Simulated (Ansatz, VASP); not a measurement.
**CdS2O2 in VASP and in Ansatz**

Contents of INCAR:

```
PREC = Accurate
ENCUT = 520
EDIFF = 1E-7
ISMEAR = 0
SIGMA = 0.1
LREAL = F
LASPH = T
NELM = 60
ALGO = Normal
ISIF = 2
LWAVE = F
LCHARG = F
GGA = PE
NBANDS = 26
```

The input KPOINTS:

```
Automatic mesh
0
Gamma
  6 6 6
```

File POSCAR:

```
CdS2O2
1.0
   -2.1255707100      2.1255707100      5.0142567400
    2.1255707100     -2.1255707100      5.0142567400
    2.1255707100      2.1255707100     -5.0142567400
Cd S O
1 2 2
Direct
    0.0000000000      0.0000000000      0.0000000000
    0.2500000000      0.7500000000      0.5000000000
    0.7500000000      0.2500000000      0.5000000000
    0.6412651500      0.6412651500      0.0000000000
    0.3587348500      0.3587348500      0.0000000000
```

Input for Ansatz:

```yaml
crystal:
  lattice:
    - [-2.12557071, 2.12557071, 5.01425674]
    - [2.12557071, -2.12557071, 5.01425674]
    - [2.12557071, 2.12557071, -5.01425674]
  atoms:
    - { symbol: Cd, position: [0.0, 0.0, 0.0] }
    - { symbol: S, position: [0.25, 0.75, 0.5] }
    - { symbol: S, position: [0.75, 0.25, 0.5] }
    - { symbol: O, position: [0.64126515, 0.64126515, 0.0] }
    - { symbol: O, position: [0.35873485, 0.35873485, 0.0] }
basis:
  ecutwfc: 420
kpoints:
  mp_grid: { grid: [6, 6, 6] }
hamiltonian:
  xc: pbe
scf:
  occupations: { method: gaussian, width: 0.1 }
  lower_state_search: "off"
output:
  forces: true
  stress: true
  eigenvalues: true
```

Change from the starting cell: species swapped into the LaSi2Ru2 type (I4/mmm, No. 139).

Alike in both runs: task single point; functional PBE; k mesh 6 × 6 × 6; occupations gaussian, width 0.1 eV; no spin polarisation.

|  | VASP | Ansatz |
| --- | --- | --- |
| version | VASP 6.6.1 | Ansatz 0.2.0 |
| potentials or method | VASP PAW PBE potentials, release 64 (Cd, S, O), cutoff 520 eV | scalar-relativistic, plane waves, PAW |
| valence electrons in the cell | 36 | 44 |

VASP gave:

* gap on the k mesh at the Fermi level (eV): none
* pressure (GPa): -8.8
* traceless stress, the component that is largest in VASP (GPa): -5.45
* rms of the force components (eV/Å): 0.904

Task: Estimate Ansatz's values.

Result: gap on the k mesh at the Fermi level (eV): none; pressure (GPa): -8.8; traceless stress, the component that is largest in VASP (GPa): -5.47; rms of the force components (eV/Å): 0.903.

Atom by atom the forces differ by 0.001 eV/Å (rms over components). A gap of «none» marks a metal or a gap that the smearing closes. VASP's potentials hold 36 valence electrons a cell and Ansatz's 44, so a difference there can come from the potentials and not from the codes.
